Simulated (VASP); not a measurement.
Set up this calculation in VASP 6.6.1, as the native input.

| Property | Result |
| --- | --- |
| Task | single point |
| Functional | PBE |
| Potentials or basis | VASP PAW PBE potentials, release 64 (Ag, B) |
| Cutoff | 500 eV |
| k mesh | 10 × 10 × 8 |
| Occupations | gaussian, width 0.05 eV |
| Spin | no spin polarisation |
| Dipole correction | no |
| Further INCAR settings | ALGO = Normal; EDIFF = 1e-06; NBANDS = 16 |

The structure of AgB2 lies in POSCAR:

```
AgB2
1.0
    3.0000005161      0.0000000000      0.0000000000
   -1.5000002581      2.5980766584      0.0000000000
    0.0000000000      0.0000000000      3.2399987857
Ag B
1 2
Direct
    0.0000000000      0.0000000000      0.0000000000
    0.3333333333      0.6666666667      0.5000000000
    0.6666666667      0.3333333333      0.5000000000
```

The input as run:

INCAR

```
SYSTEM = AgB2
ALGO     = Normal         ! electronic algorithm
EDIFF    = 1E-6           ! SCF threshold, eV
ENCUT    = 500            ! plane-wave cutoff, eV
GGA      = PE             ! functional
GGA_COMPAT= .False.      
ISIF     = 2              ! what is computed and relaxed
ISMEAR   = 0              ! smearing method
LASPH    = .True.         ! aspherical terms in the spheres
LCHARG   = .False.        ! write CHGCAR
LREAL    = .False.        ! projectors in reciprocal space
LWAVE    = .False.        ! write WAVECAR
NBANDS   = 16             ! bands
NELM     = 120            ! most SCF steps
PREC     = Accurate       ! precision mode
SIGMA    = 0.05           ! smearing width, eV
```

KPOINTS

```
k-points
0
Gamma
  10 10 8
  0 0 0
```

Potentials or basis: VASP PAW PBE potentials, release 64 (Ag, B).

Command:

```bash
$ cat potpaw_PBE.64/Ag/POTCAR potpaw_PBE.64/B/POTCAR > POTCAR
$ mpirun -np 1 vasp_std > vasp.out
```

It gave:

```yaml
Pressure: 54.0 GPa
```

Wall time 31 s on 1 thread of Intel Xeon 8259CL, with other jobs on the host, peak memory 0.16 GiB.
